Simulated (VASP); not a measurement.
# C (P6_3/mmc) in VASP: further runs

Runs on C. Level: PBE. Tasks: single point.

All numbers are computed with VASP 6.6.1; they aren't measurements. Logs are shortened: lines on timing, memory, paths and dates and some standing lists are left out, and cuts for length are marked.

### 1 The cell of the first run

Symmetry: P6_3/mmc, No. 194, hexagonal system. Conventional cell: a = 2.467 Å, b = 2.467 Å, c = 8.513 Å, α = 90.00°, β = 90.00°, γ = 120.00°. C (site symmetry -6m2) has 3 C at 1.42 Å within 1.9 Å. Within 1.9 Å of C (site symmetry -6m2) lie 3 C at 1.42 Å.

### 2 Single point, PBE

INCAR

```
  PREC = Accurate
  ENCUT = 520
  EDIFF = 1E-6
  ISMEAR = 0
  SIGMA = 0.1
  LREAL = False
  LASPH = True
  NELM = 100
  ALGO = Normal
  ISIF = 2
  LWAVE = False
  LCHARG = False
  GGA = PE
  NBANDS = 16
```

KPOINTS

```
Automatic mesh
0
Gamma
  18 18 6
```

POSCAR

```
C
1.0
    2.4665344233      0.0000000000      0.0000000000
   -1.2332672117      2.1360814699      0.0000000000
    0.0000000000      0.0000000000      8.5128477067
C
4
Direct
    0.0000000000      0.0000000000      0.0025001007
    0.0000000000      0.0000000000      0.5025001007
    0.3333333333      0.6666666667      0.0024998993
    0.6666666667      0.3333333333      0.5024998993
```

Potentials or basis: VASP PAW PBE potentials, release 64 (C).

Launch:

```sh
> cat potpaw_PBE.64/C/POTCAR > POTCAR
> mpirun -np 1 vasp_std > vasp.out
```

OUTCAR:

```text
PREC = Accurate
   ENCUT = 520
   EDIFF = 1E-6
   ISMEAR = 0
   LREAL = False
   LASPH = True
   NELM = 100
   ISIF = 2
   GGA = PE

 ion  position               nearest neighbor table
   1  0.000  0.000  0.003-   3 1.42   3 1.42   3 1.42
   2  0.000  0.000  0.503-   4 1.42   4 1.42   4 1.42
   3  0.333  0.667  0.002-   1 1.42   1 1.42   1 1.42
   4  0.667  0.333  0.502-   2 1.42   2 1.42   2 1.42

  LATTYP: Found a hexagonal cell.
 ALAT       =     2.4665344233
 C/A-ratio  =     3.4513395095

  Lattice vectors:

 A1 = (   2.4665344233,   0.0000000000,   0.0000000000)
 A2 = (  -1.2332672117,   2.1360814699,   0.0000000000)
 A3 = (   0.0000000000,   0.0000000000,   8.5128477067)

Analysis of symmetry for initial positions (statically):
=====================================================================
 Subroutine PRICEL returns:
 Original cell was already a primitive cell.

 Routine SETGRP: Setting up the symmetry group for a
 hexagonal supercell.

 Subroutine GETGRP returns: Found 24 space group operations
 (whereof  6 operations were pure point group operations)
 out of a pool of 24 trial point group operations.

The static configuration has the point symmetry C_3v.
 The point group associated with its full space group is D_6h.

Analysis of symmetry for dynamics (positions and initial velocities):
=====================================================================
 Subroutine PRICEL returns:
 Original cell was already a primitive cell.

 Routine SETGRP: Setting up the symmetry group for a
 hexagonal supercell.

 Subroutine GETGRP returns: Found 24 space group operations
 (whereof  6 operations were pure point group operations)
 out of a pool of 24 trial point group operations.

The dynamic configuration has the point symmetry C_3v.
 The point group associated with its full space group is D_6h.

 Subroutine INISYM returns: Found 24 space group operations
 (whereof  6 operations are pure point group operations),
 and found     1 'primitive' translations

----------------------------------------------------------------------------------------

                                     Primitive cell

  volume of cell :      44.8518

  direct lattice vectors                    reciprocal lattice vectors
     2.466534423  0.000000000  0.000000000     0.405427141  0.234073469  0.000000000
    -1.233267212  2.136081470  0.000000000     0.000000000  0.468146938  0.000000000
     0.000000000  0.000000000  8.512847707     0.000000000  0.000000000  0.117469504

  length of vectors
     2.466534423  2.466534423  8.512847707     0.468146938  0.468146938  0.117469504

  position of ions in fractional coordinates (direct lattice)
     0.000000000  0.000000000  0.002500101
     0.000000000  0.000000000  0.502500101
     0.333333333  0.666666667  0.002499899
     0.666666667  0.333333333  0.502499899

  ion indices of the primitive-cell ions
   primitive index   ion index
                 1           1
                 2           2
                 3           3
                 4           4

----------------------------------------------------------------------------------------

 KPOINTS: Automatic mesh

Automatic generation of k-mesh.
 Grid dimensions read from file:
 generate k-points for:   18   18    6

 Generating k-lattice:

  Cartesian coordinates                     Fractional coordinates (reciprocal lattice)
     0.022523730  0.013004082  0.000000000     0.055555556 -0.000000000  0.000000000
     0.000000000  0.026008163  0.000000000     0.000000000  0.055555556  0.000000000
     0.000000000  0.000000000  0.019578251     0.000000000  0.000000000  0.166666667

  Length of vectors
     0.026008163  0.026008163  0.019578251

  Shift w.r.t. Gamma in fractional coordinates (k-lattice)
     0.000000000  0.000000000  0.000000000

 Subroutine IBZKPT returns following result:
 ===========================================

 Found    148 irreducible k-points:

 Following reciprocal coordinates:
            Coordinates               Weight
  0.000000  0.000000  0.000000      1.000000
  0.055556 -0.000000  0.000000      6.000000
  0.111111 -0.000000  0.000000      6.000000
  0.166667  0.000000  0.000000      6.000000
  0.222222  0.000000  0.000000      6.000000
  0.277778 -0.000000  0.000000      6.000000
[... 16 lines left out ...]
  0.333333  0.111111  0.000000     12.000000
  0.388889  0.111111  0.000000     12.000000
 [... further k-points ...]
   k-points           NKPTS =    148   k-points in BZ     NKDIM =    148   number of bands    NBANDS=     16
   number of dos      NEDOS =    301   number of ions     NIONS =      4
   total plane-waves  NPLWV =  20736
   dimension x,y,z NGX =    18 NGY =   18 NGZ =   64
   dimension x,y,z NGXF=    36 NGYF=   36 NGZF=  128
   ions per type =               4
   NGX,Y,Z   is equivalent  to a cutoff of  12.13, 12.13, 12.50 a.u.
   NGXF,Y,Z  is equivalent  to a cutoff of  24.26, 24.26, 25.00 a.u.
 SYSTEM =  unknown system
   PREC   = accura    normal or accurate (medium, high low for compatibility)
   ISTART =      0    job   : 0-new  1-cont  2-samecut
   ICHARG =      2    charge: 1-file 2-atom 10-const
   ISPIN  =      1    spin polarized calculation?
   LNONCOLLINEAR =      F non collinear calculations
   LSORBIT =      F    spin-orbit coupling
   LASPH  =      T    aspherical Exc in radial PAW
   ENCUT  =  520.0 eV  38.22 Ry    6.18 a.u.   4.59  4.59 15.83*2*pi/ulx,y,z
   NELM   =    100;   NELMIN=  2; NELMDL= -5     # of ELM steps
   EDIFF  = 0.1E-05   stopping-criterion for ELM
   LREAL  =      F    real-space projection
   EDIFFG = 0.1E-04   stopping-criterion for IOM
   NSW    =      0    number of steps for IOM
   IBRION =     -1    ionic relax: 0-MD 1-quasi-New 2-CG
   NFREE  =      0    steps in history (QN), initial steepest desc. (CG)
   ISIF   =      2    stress and relaxation
   ISYM   =      2    0-nonsym 1-usesym 2-fastsym
   POTIM  = 0.5000    time-step for ionic-motion
   TEBEG  =    0.0;   TEEND  =   0.0 temperature during run
   PSTRESS=    0.0 pullay stress
   NELECT =      16.0000    total number of electrons
   NUPDOWN=      -1.0000    fix difference up-down
   EMIN   =  10.00;   EMAX   =-10.00  energy-range for DOS
   EFERMI =   0.00;   METHOD = LEGACY
   ISMEAR =     0;   SIGMA  =   0.10  broadening in eV -4-tet -1-fermi 0-gaus
   EFERMI_NEDOS =   21; number of points for ismear=-14 and -15
   IALGO  =     38    algorithm
   IMIX   =      4    mixing-type and parameters
     AMIX     =   0.40;   BMIX     =  1.00
     AMIX_MAG =   1.60;   BMIX_MAG =  1.00
  volume/ion in A,a.u.               =      11.21        75.67
  Fermi-wavevector in a.u.,A,eV,Ry     =   1.161061  2.194086 18.341492  1.348062
  Thomas-Fermi vector in A             =   2.297637
   LORBIT       =      0    0 simple, 1 ext, 2 COOP (PROOUT), +10 PAW based schemes
   GGA     = PE    functional components
   LHFCALC =     F    Hartree Fock is set to
   AEXX    =    0.0000 exact exchange contribution
   IVDW    =     0    specifies the selected vdW correction
   LEPSILON=     F    determine dielectric tensor
   LRPA    =     F    only Hartree local field effects (RPA)
 non-spin polarized calculation
 Gauss-broadening in eV      SIGMA  =   0.10
  energy-cutoff  :      520.00
  volume of cell :       44.85
 maximum number of plane-waves:      1233
   NGX =  9   NGY =  9   NGZ = 31

 number of electron      15.9999996 magnetization

 Free energy of the ion-electron system (eV)
  ---------------------------------------------------
  ext. energy  EPLUGINS =         0.00000000
  ---------------------------------------------------
  free energy    TOTEN  =       -36.90447103 eV

  energy without entropy =      -36.90342949  energy(sigma->0) =      -36.90395026

 E-fermi :   2.8038     XC(G=0):  -8.7323

 val. band max:        2.8033717437   @ k =   0.3333   0.3333   0.1667
 cond. band min:       2.8040413882   @ k =   0.3333   0.3333   0.3333
 fundamental gap:      0.0006696445
 Fermi energy:         2.8037669675

 k-point     1 :       0.0000    0.0000    0.0000
  band No.  band energies     occupation
      1     -16.7288      2.00000
      2     -16.6924      2.00000
      3      -5.0451      2.00000
      4      -4.5574      2.00000
      5      -0.2402      2.00000
      6      -0.2402      2.00000
[... 8 lines left out ...]
     15      13.4930      0.00000
     16      14.2347      0.00000

 k-point     2 :       0.0556   -0.0000    0.0000
  band No.  band energies     occupation
      1     -16.6559      2.00000
      2     -16.6196      2.00000
      3      -4.9572      2.00000
      4      -4.4713      2.00000
      5      -0.5381      2.00000
      6      -0.5364      2.00000
[... 8 lines left out ...]
     15      13.3679      0.00000
     16      13.9543      0.00000

 k-point     3 :       0.1111   -0.0000    0.0000
  band No.  band energies     occupation
      1     -16.4372      2.00000
      2     -16.4015      2.00000
      3      -4.6943      2.00000
      4      -4.2142      2.00000
      5      -1.3562      2.00000
      6      -1.3530      2.00000
[... 8 lines left out ...]
     15      13.2259      0.00000
     16      13.2666      0.00000

 k-point     4 :       0.1667    0.0000    0.0000
  band No.  band energies     occupation
      1     -16.0737      2.00000
      2     -16.0392      2.00000
      3      -4.2594      2.00000
      4      -3.7893      2.00000
      5      -2.5307      2.00000
      6      -2.5255      2.00000
[... 8 lines left out ...]
     15      13.6401      0.00000
     16      13.6452      0.00000
[... 324 lines left out ...]
 k-point    22 :       0.2778    0.1111    0.0000
  band No.  band energies     occupation
      1     -13.9319      2.00000
      2     -13.9034      2.00000
      3      -6.7460      2.00000
      4      -6.7340      2.00000
      5      -3.8452      2.00000
      6      -3.8395      2.00000
[... 8 lines left out ...]
     15      16.3264      0.00000
     16      16.7373      0.00000

 k-point    23 :       0.3333    0.1111    0.0000
  band No.  band energies     occupation
      1     -13.0322      2.00000
      2     -13.0061      2.00000
      3      -8.1196      2.00000
      4      -8.1047      2.00000
      5      -4.2147      2.00000
      6      -4.2085      2.00000
[... 8 lines left out ...]
     15      16.5390      0.00000
     16      17.0123      0.00000

 k-point    24 :       0.3889    0.1111    0.0000
  band No.  band energies     occupation
      1     -12.0406      2.00000
      2     -12.0179      2.00000
      3      -9.4087      2.00000
      4      -9.3919      2.00000
      5      -4.4388      2.00000
      6      -4.4324      2.00000
[... 8 lines left out ...]
     15      15.2848      0.00000
     16      16.2403      0.00000

 [... further k-points ...]
[... 5 lines left out ...]
  --------------------------------------------------------------------------------------
  -------------------------------------------------------------------------------------
  Total        0.1545823      0.1545823     -0.0066215     -0.0000000      0.0000000      0.0000000
  in kB        5.5219258      5.5219258     -0.2365316     -0.0000000      0.0000000      0.0000000
  external PRESSURE =       3.6024400 kB  Pullay stress =       0.0000000 kB

 VOLUME and BASIS-vectors are now :
 -----------------------------------------------------------------------------
  energy-cutoff  :      520.00
  volume of cell :       44.85
      direct lattice vectors                 reciprocal lattice vectors
     2.466534423  0.000000000  0.000000000     0.405427141  0.234073469  0.000000000
    -1.233267212  2.136081470  0.000000000     0.000000000  0.468146938  0.000000000
     0.000000000  0.000000000  8.512847707     0.000000000  0.000000000  0.117469504

 POSITION                                       TOTAL-FORCE (eV/Angst)
 -----------------------------------------------------------------------------------
      0.00000      0.00000      0.02128        -0.000000     -0.000000     -0.000000
      0.00000      0.00000      4.27771         0.000000     -0.000000     -0.000000
     -0.00000      1.42405      0.02128         0.000000      0.000000      0.000000
      1.23327      0.71203      4.27771        -0.000000      0.000000      0.000000
 -----------------------------------------------------------------------------------
    total drift:                               -0.000000     -0.000000      0.002184

  FREE ENERGIE OF THE ION-ELECTRON SYSTEM (eV)
  ---------------------------------------------------
  free  energy   TOTEN  =       -36.9044710333 eV

  energy  without entropy=      -36.9034294950  energy(sigma->0) =      -36.90395026
```

Run time: 44 s. Hardware: 1 thread of Intel Xeon Platinum 8488C (Sapphire Rapids), shared host; peak memory 0.2 GiB.

What came out:

```
Free energy            : -36.9045 eV
Pressure               : 0.4 GPa
Band gap on the k mesh : zero (filled and empty bands touch)
```

Stress tensor (GPa, compression positive):
```
 0.55  0.00  0.00
 0.00  0.55  0.00
 0.00  0.00 -0.02
```

Levels at points of the mesh, in eV from the Fermi level:
| k point | band 6 | band 7 | band 8 | band 9 | band 10 | band 11 |
| --- | --- | --- | --- | --- | --- | --- |
| (0.00, 0.00, 0.00) | -3.04 | -3.04 | -3.04 | 3.09 | 6.41 | 8.30 |
| (0.50, 0.00, 0.00) | -6.42 | -2.43 | -2.29 | 1.58 | 1.79 | 7.34 |
| (0.00, 0.00, 0.50) | -3.04 | -3.04 | -3.04 | 4.36 | 4.36 | 8.30 |
| (0.50, 0.00, 0.50) | -6.42 | -2.36 | -2.36 | 1.67 | 1.67 | 7.36 |

Caveat: this functional lacks dispersion, which binds the layers, so the pressure and a relaxed spacing across them are unreliable.

### 3 Single point, PBE

INCAR

```
SYSTEM = C
ALGO = Normal
EDIFF = 1E-6
ENCUT = 520
GGA = PE
ISIF = 2
ISMEAR = 0
LASPH = .True.
LCHARG = .True.
LELF = .True.
LREAL = .False.
LVHAR = .True.
LWAVE = .False.
NBANDS = 16
NELM = 80
PREC = Accurate
SIGMA = 0.1
```

KPOINTS

```
k-points
0
Gamma
  18 18 6
  0 0 0
```

POSCAR

```
C
1.0
    2.4665344233      0.0000000000      0.0000000000
   -1.2332672117      2.1360814699      0.0000000000
    0.0000000000      0.0000000000      8.5128477067
C
4
Direct
    0.0000000000      0.0000000000      0.0025000000
    0.0000000000      0.0000000000      0.5025000000
    0.3333333333      0.6666666667      0.0025000000
    0.6666666667      0.3333333333      0.5025000000
```

Potentials or basis: VASP PAW PBE potentials, release 64 (C).

Launch:

```sh
> cat potpaw_PBE.64/C/POTCAR > POTCAR
> mpirun -np 1 vasp_std > vasp.out
```

OUTCAR:

```text
SYSTEM = C
   EDIFF = 1E-6
   ENCUT = 520
   GGA = PE
   ISIF = 2
   ISMEAR = 0
   LASPH = .True.
   LREAL = .False.
   NELM = 80
   PREC = Accurate

 ion  position               nearest neighbor table
   1  0.000  0.000  0.002-   3 1.42   3 1.42   3 1.42
   2  0.000  0.000  0.502-   4 1.42   4 1.42   4 1.42
   3  0.333  0.667  0.002-   1 1.42   1 1.42   1 1.42
   4  0.667  0.333  0.502-   2 1.42   2 1.42   2 1.42

  LATTYP: Found a hexagonal cell.
 ALAT       =     2.4665344233
 C/A-ratio  =     3.4513395095

  Lattice vectors:

 A1 = (   2.4665344233,   0.0000000000,   0.0000000000)
 A2 = (  -1.2332672117,   2.1360814699,   0.0000000000)
 A3 = (   0.0000000000,   0.0000000000,   8.5128477067)

Analysis of symmetry for initial positions (statically):
=====================================================================
 Subroutine PRICEL returns:
 Original cell was already a primitive cell.

 Routine SETGRP: Setting up the symmetry group for a
 hexagonal supercell.

[... 166 lines left out ...]
  ext. energy  EPLUGINS =         0.00000000
  ---------------------------------------------------
  free energy    TOTEN  =       -36.90447103 eV

  energy without entropy =      -36.90342949  energy(sigma->0) =      -36.90395026

 E-fermi :   2.8038     XC(G=0):  -8.7323

 val. band max:        2.8033717438   @ k =   0.3333   0.3333   0.1667
 cond. band min:       2.8040413882   @ k =   0.3333   0.3333   0.3333
 fundamental gap:      0.0006696444
 Fermi energy:         2.8037669672

 k-point     1 :       0.0000    0.0000    0.0000
  band No.  band energies     occupation
      1     -16.7288      2.00000
      2     -16.6924      2.00000
      3      -5.0451      2.00000
      4      -4.5574      2.00000
      5      -0.2402      2.00000
      6      -0.2402      2.00000
[... 433 lines left out ...]
      3      -9.4087      2.00000
      4      -9.3919      2.00000
      5      -4.4388      2.00000
      6      -4.4324      2.00000
[... 8 lines left out ...]
     15      15.2848      0.00000
     16      16.2403      0.00000

 [... further k-points ...]
[... 5 lines left out ...]
  --------------------------------------------------------------------------------------
  -------------------------------------------------------------------------------------
  Total        0.1545823      0.1545823     -0.0066215     -0.0000000     -0.0000000      0.0000000
  in kB        5.5219258      5.5219258     -0.2365315     -0.0000000     -0.0000000      0.0000000
  external PRESSURE =       3.6024400 kB  Pullay stress =       0.0000000 kB

 VOLUME and BASIS-vectors are now :
 -----------------------------------------------------------------------------
  energy-cutoff  :      520.00
  volume of cell :       44.85
      direct lattice vectors                 reciprocal lattice vectors
     2.466534423  0.000000000  0.000000000     0.405427141  0.234073469  0.000000000
    -1.233267212  2.136081470  0.000000000     0.000000000  0.468146938  0.000000000
     0.000000000  0.000000000  8.512847707     0.000000000  0.000000000  0.117469504

 POSITION                                       TOTAL-FORCE (eV/Angst)
 -----------------------------------------------------------------------------------
      0.00000      0.00000      0.02128        -0.000000      0.000000      0.000000
      0.00000      0.00000      4.27771         0.000000     -0.000000      0.000000
     -0.00000      1.42405      0.02128         0.000000      0.000000     -0.000000
      1.23327      0.71203      4.27771        -0.000000     -0.000000     -0.000000
 -----------------------------------------------------------------------------------
    total drift:                               -0.000000     -0.000000     -0.000010

  FREE ENERGIE OF THE ION-ELECTRON SYSTEM (eV)
  ---------------------------------------------------
  free  energy   TOTEN  =       -36.9044710326 eV

  energy  without entropy=      -36.9034294942  energy(sigma->0) =      -36.90395026
```

OSZICAR:

```text
N       E                     dE             d eps       ncg     rms          rms(c)
DAV:   1     0.420324261647E+02    0.42032E+02   -0.76338E+03  4736   0.903E+02
DAV:   2    -0.357928249929E+02   -0.77825E+02   -0.69799E+02  6568   0.187E+02
DAV:   3    -0.393588805423E+02   -0.35661E+01   -0.35372E+01  6432   0.382E+01
DAV:   4    -0.393967168183E+02   -0.37836E-01   -0.37814E-01  5960   0.475E+00
DAV:   5    -0.393973920739E+02   -0.67526E-03   -0.67521E-03  6328   0.609E-01    0.892E+00
DAV:   6    -0.375374269837E+02    0.18600E+01   -0.13600E+00  5560   0.690E+00    0.523E+00
DAV:   7    -0.368917162719E+02    0.64571E+00   -0.17336E+00  5808   0.785E+00    0.143E+00
DAV:   8    -0.369046216558E+02   -0.12905E-01   -0.65710E-02  5616   0.148E+00    0.195E-01
DAV:   9    -0.369041355066E+02    0.48615E-03   -0.11558E-03  6360   0.229E-01    0.108E-01
DAV:  10    -0.369044659446E+02   -0.33044E-03   -0.10062E-03  5320   0.193E-01    0.596E-02
DAV:  11    -0.369044683484E+02   -0.24038E-05   -0.18876E-05  6264   0.287E-02    0.114E-02
DAV:  12    -0.369044708899E+02   -0.25415E-05   -0.22107E-06  5504   0.132E-02    0.306E-03
DAV:  13    -0.369044710326E+02   -0.14266E-06   -0.36257E-07  4824   0.404E-03
   1 F= -.36904471E+02 E0= -.36903950E+02  d E =-.104154E-02
```

stdout:

```text
POSCAR found type information on POSCAR C
 POSCAR found :  1 types and       4 ions
 scaLAPACK will be used
 LDA part: xc-table for (Slater+PW92), standard interpolation
 POSCAR, INCAR and KPOINTS ok, starting setup
 FFT: planning ... GRIDC
 FFT: planning ... GRID_SOFT
 FFT: planning ... GRID
 WAVECAR not read
 entering main loop
```

Run time: 45 s. Hardware: 1 thread of Intel Xeon Platinum 8488C (Sapphire Rapids), shared host; peak memory 0.2 GiB.

Results:

```
Free energy            : -36.9045 eV
Pressure               : 0.4 GPa
Band gap on the k mesh : zero (filled and empty bands touch)
```

Caveat: this functional lacks dispersion, which binds the layers, so the pressure and a relaxed spacing across them are unreliable.

[end of part 1 of 2]
